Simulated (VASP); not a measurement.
# Pt (P2_1/m) in VASP: single point with PBEsol

Aim: the single point of Pt with PBEsol.

Program: VASP 6.6.1. These are calculated values, not measurements. Logs are shortened: lines on timing, memory, paths and dates and some standing lists are left out, and cuts for length are marked.

## 1. The cell of the first run

The structure is monoclinic, space group P2_1/m (No. 11). Conventional cell: a = 2.770 Å, b = 2.770 Å, c = 11.757 Å, α = 90.00°, β = 91.35°, γ = 90.00°. Within 3.5 Å of Pt (site symmetry m) lie 12 Pt at 2.64 to 2.92 Å. Pt (site symmetry m) has 12 Pt at 2.77 Å within 3.7 Å. Pt (site symmetry m) has 12 Pt at 2.77 Å within 3.7 Å.

## 2. Single point, PBEsol (the part above a cut slid along it)

INCAR

```
SYSTEM = Pt
PREC = Accurate ; ENCUT = 520
EDIFF = 1E-7 ; ISMEAR = 0
SIGMA = 0.15 ; LREAL = .FALSE.
LASPH = .TRUE. ; NELM = 100
ALGO = Fast ; ISIF = 2
LWAVE = .FALSE. ; LCHARG = .FALSE.
GGA = PS ; NBANDS = 39
KPAR = 4
```

KPOINTS

```
Automatic mesh
0
G
  21 21 5
  0 0 0
```

POSCAR

```
Pt
1.0
   -1.9590303458     -1.9590303458      0.0000000000
    1.9590303458     -1.9590303458      0.0000000000
   -0.1959030346     -0.1959030346     11.7541820748
Pt
6
Direct
   -0.0916650000      0.0000000000      0.9166500000
    0.4916683333      0.5000000000      0.0833166667
   -0.0249983333      0.0000000000      0.2499833333
    0.4583350000      0.5000000000      0.4166500000
   -0.0583316667      0.0000000000      0.5833166667
    0.4250016667      0.5000000000      0.7499833333
```

Potentials or basis: VASP PAW PBE potentials, release 64 (Pt).

Launch:

```sh
> cat potpaw_PBE.64/Pt/POTCAR > POTCAR
> mpirun -np 4 vasp_std > vasp.out
```

OUTCAR:

```text
SYSTEM = Pt
   PREC = Accurate
   ENCUT = 520
   EDIFF = 1E-7
   ISMEAR = 0
   LREAL = .FALSE.
   LASPH = .TRUE.
   NELM = 100
   ISIF = 2
   GGA = PS

 ion  position               nearest neighbor table
   1  0.908  0.000  0.917-   2 2.64   2 2.64   6 2.77   6 2.77   6 2.77   6 2.77   2 2.92   2 2.92

   2  0.492  0.500  0.083-   1 2.64   1 2.64   3 2.77   3 2.77   3 2.77   3 2.77   1 2.92   1 2.92

   3  0.975  0.000  0.250-   2 2.77   2 2.77   2 2.77   2 2.77   4 2.77   4 2.77   4 2.77   4 2.77

   4  0.458  0.500  0.417-   3 2.77   3 2.77   5 2.77   5 2.77   3 2.77   3 2.77   5 2.77   5 2.77

   5  0.942  0.000  0.583-   6 2.77   6 2.77   6 2.77   6 2.77   4 2.77   4 2.77   4 2.77   4 2.77

   6  0.425  0.500  0.750-   5 2.77   5 2.77   5 2.77   5 2.77   1 2.77   1 2.77   1 2.77   1 2.77

  LATTYP: Found a simple monoclinic cell.
 ALAT       =     2.7704872841
 B/A-ratio  =     1.0000000000
 C/A-ratio  =     4.2438190348
 COS(beta)  =    -0.0235636815

  Lattice vectors:

 A1 = (  -1.9590303458,  -1.9590303458,   0.0000000000)
 A2 = (  -1.9590303458,   1.9590303458,   0.0000000000)
 A3 = (   0.1959030346,   0.1959030346, -11.7541820748)

Analysis of symmetry for initial positions (statically):
=====================================================================
 Subroutine PRICEL returns:
 Original cell was already a primitive cell.

 Routine SETGRP: Setting up the symmetry group for a
 simple monoclinic supercell.

 Subroutine GETGRP returns: Found  4 space group operations
 (whereof  2 operations were pure point group operations)
 out of a pool of  4 trial point group operations.

The static configuration has the point symmetry C_1h.
 The point group associated with its full space group is C_2h.

Analysis of symmetry for dynamics (positions and initial velocities):
=====================================================================
 Subroutine PRICEL returns:
 Original cell was already a primitive cell.

 Routine SETGRP: Setting up the symmetry group for a
 simple monoclinic supercell.

 Subroutine GETGRP returns: Found  4 space group operations
 (whereof  2 operations were pure point group operations)
 out of a pool of  4 trial point group operations.

The dynamic configuration has the point symmetry C_1h.
 The point group associated with its full space group is C_2h.

 Subroutine INISYM returns: Found  4 space group operations
[... 107 lines left out ...]
   EDIFFG = 0.1E-05   stopping-criterion for IOM
   NSW    =      0    number of steps for IOM
   IBRION =     -1    ionic relax: 0-MD 1-quasi-New 2-CG
   NFREE  =      0    steps in history (QN), initial steepest desc. (CG)
   ISIF   =      2    stress and relaxation
   ISYM   =      2    0-nonsym 1-usesym 2-fastsym
   POTIM  = 0.5000    time-step for ionic-motion
   TEBEG  =    0.0;   TEEND  =   0.0 temperature during run
   PSTRESS=    0.0 pullay stress
   NELECT =      60.0000    total number of electrons
   NUPDOWN=      -1.0000    fix difference up-down
   EMIN   =  10.00;   EMAX   =-10.00  energy-range for DOS
   EFERMI =   0.00;   METHOD = LEGACY
   ISMEAR =     0;   SIGMA  =   0.15  broadening in eV -4-tet -1-fermi 0-gaus
   EFERMI_NEDOS =   21; number of points for ismear=-14 and -15
   IALGO  =     68    algorithm
   IMIX   =      4    mixing-type and parameters
     AMIX     =   0.40;   BMIX     =  1.00
     AMIX_MAG =   1.60;   BMIX_MAG =  1.00
  volume/ion in A,a.u.               =      15.04       101.47
  Fermi-wavevector in a.u.,A,eV,Ry     =   1.428972  2.700365 27.782559  2.041961
  Thomas-Fermi vector in A             =   2.548976
   LORBIT       =      0    0 simple, 1 ext, 2 COOP (PROOUT), +10 PAW based schemes
   GGA     = PS    functional components
   LHFCALC =     F    Hartree Fock is set to
   AEXX    =    0.0000 exact exchange contribution
   IVDW    =     0    specifies the selected vdW correction
   LEPSILON=     F    determine dielectric tensor
   LRPA    =     F    only Hartree local field effects (RPA)
 non-spin polarized calculation
 RMM-DIIS sequential band-by-band and
 Gauss-broadening in eV      SIGMA  =   0.15
  energy-cutoff  :      520.00
  volume of cell :       90.22
 maximum number of plane-waves:      2461
 NGX is ok and might be reduce to    24
   NGX = 11   NGY = 11   NGZ = 43

 number of electron      59.9999999 magnetization

 Free energy of the ion-electron system (eV)
  ---------------------------------------------------
  ext. energy  EPLUGINS =         0.00000000
  ---------------------------------------------------
  free energy    TOTEN  =       -41.75887940 eV

  energy without entropy =      -41.63410358  energy(sigma->0) =      -41.69649149

 E-fermi :  11.1535     XC(G=0): -13.6431

 val. band max:       11.1534546475   @ k =  -0.3810   0.0000   0.4000
 cond. band min:      11.1541046332   @ k =  -0.0476   0.4286   0.2000
 fundamental gap:      0.0006499857
 Fermi energy:        11.1535164657

 k-point     1 :       0.0000    0.0000    0.0000
  band No.  band energies     occupation
      1       0.8240      2.00000
      2       2.2387      2.00000
      3       2.2448      2.00000
      4       4.0064      2.00000
      5       4.2727      2.00000
      6       4.2843      2.00000
[... 997 lines left out ...]
     38      22.1992      0.00000
     39      23.0232      0.00000

 [... further k-points ...]

------------------------ aborting loop because EDIFF is reached ----------------------------------------

  FORCE on cell =-STRESS in cart. coord.  units (eV):
  Direction    XX          YY          ZZ          XY          YZ          ZX
  --------------------------------------------------------------------------------------
  -------------------------------------------------------------------------------------
  Total        0.0213629      0.0213629      0.7096257     -0.0973492      0.7066460      0.7066455
  in kB        0.3793732      0.3793732     12.6018762     -1.7287743     12.5489597     12.5489522
  external PRESSURE =       4.4535409 kB  Pullay stress =       0.0000000 kB

 VOLUME and BASIS-vectors are now :
 -----------------------------------------------------------------------------
  energy-cutoff  :      520.00
  volume of cell :       90.22
      direct lattice vectors                 reciprocal lattice vectors
    -1.959030346 -1.959030346  0.000000000    -0.255228308 -0.255228308 -0.008507610
     1.959030346 -1.959030346  0.000000000     0.255228308 -0.255228308  0.000000000
    -0.195903035 -0.195903035 11.754182075     0.000000000  0.000000000  0.085076103

 POSITION                                       TOTAL-FORCE (eV/Angst)
 -----------------------------------------------------------------------------------
     -1.95903     -1.95903     10.77447        -0.470647     -0.470647     -0.356925
      0.00000     -1.95903      0.97932         0.470647      0.470647      0.356925
     -1.95903     -1.95903      2.93835        -0.064102     -0.064102      0.038617
     -0.00000     -1.95903      4.89738        -0.005392     -0.005392      0.000129
     -1.95903     -1.95903      6.85641         0.005392      0.005392     -0.000129
     -0.00000     -1.95903      8.81544         0.064102      0.064102     -0.038617
 -----------------------------------------------------------------------------------
    total drift:                                0.000001      0.000001      0.000002

  FREE ENERGIE OF THE ION-ELECTRON SYSTEM (eV)
  ---------------------------------------------------
  free  energy   TOTEN  =       -41.7588794029 eV

  energy  without entropy=      -41.6341035838  energy(sigma->0) =      -41.69649149
```

Run time: 16 min. Hardware: 4 MPI ranks of Oxide Virtual Turin-like, shared host; peak memory 1.3 GiB.

Results:

| Item | Value |
| --- | --- |
| Free energy | -41.7589 eV |
| Pressure | 0.4 GPa |
| Largest force | 0.755 eV/Å |
| Band gap on the k mesh | zero (bands 30 and 31 overlap by 1.44 eV) |

Forces in eV/Å, atoms in the order of the input:
```
Pt  -0.471 -0.471 -0.357
Pt   0.471  0.471  0.357
Pt  -0.064 -0.064  0.039
Pt  -0.005 -0.005  0.000
Pt   0.005  0.005  0.000
Pt   0.064  0.064 -0.039
```

Stress tensor (GPa, compression positive):
```
 0.04 -0.17  1.25
-0.17  0.04  1.25
 1.25  1.25  1.26
```

Caveat: the cell differs from its parent crystal (the part above a cut slid along it); the PAW data sets were made with another functional, which shifts forces and pressure a little; spin-orbit coupling is left out, which moves the levels of the heavy elements.
